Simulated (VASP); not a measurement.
A run of VASP 6.6.1 is set up as follows.

The input INCAR:

```
SYSTEM = B
PREC = Accurate
ENCUT = 520
EDIFF = 1E-7
ISMEAR = 0
SIGMA = 0.02
LREAL = .FALSE.
LASPH = .TRUE.
NELM = 100
ALGO = Normal
ISIF = 2
LWAVE = .FALSE.
LCHARG = .FALSE.
GGA = PS
NBANDS = 30
```

Contents of KPOINTS:

```
Automatic mesh
0
G
  9 9 9
  0 0 0
```

Contents of POSCAR:

```
B
1.0
    2.4380614983      1.4076154623      4.1662338921
   -2.4380614983      1.4076154623      4.1662338921
    0.0000000000     -2.8152309247      4.1662338921
B
12
Direct
    0.0106394062      0.6538100050      0.0106394062
    0.0106394062      0.0106394062      0.6538100050
    0.6538100050      0.0106394062      0.0106394062
    0.9893605938      0.3461899950      0.9893605938
    0.3461899950      0.9893605938      0.9893605938
    0.9893605938      0.9893605938      0.3461899950
    0.2216066933      0.6297541735      0.2216066933
    0.2216066933      0.2216066933      0.6297541735
    0.6297541735      0.2216066933      0.2216066933
    0.7783933067      0.3702458265      0.7783933067
    0.3702458265      0.7783933067      0.7783933067
    0.7783933067      0.7783933067      0.3702458265
```

Potentials or basis: VASP PAW PBE potentials, release 64 (B).

The run is started by

```console
$ cat potpaw_PBE.64/B/POTCAR > POTCAR
$ mpirun -np 1 vasp_std > vasp.out
```

Problem. What does it give for the pressure?

Solution. 0.4 GPa.

Problem. Estimate the band gap on the k mesh.

Solution. 1.35 eV, indirect (least direct gap 1.67 eV).

Problem. Predict the largest force.

Solution. 0.026 eV/Å.

Forces in eV/Å, atoms in the order of the input:
```
B    0.012 -0.007 -0.018
B    0.000  0.014 -0.018
B   -0.012 -0.007 -0.018
B   -0.012  0.007  0.018
B    0.012  0.007  0.018
B    0.000 -0.014  0.018
B    0.021 -0.012  0.009
B    0.000  0.025  0.009
B   -0.021 -0.012  0.009
B   -0.021  0.012 -0.009
B    0.021  0.012 -0.009
B    0.000 -0.025 -0.009
```

Caveat: the PAW data sets were made with another functional, which shifts forces and pressure a little. A k mesh can miss the band edges.
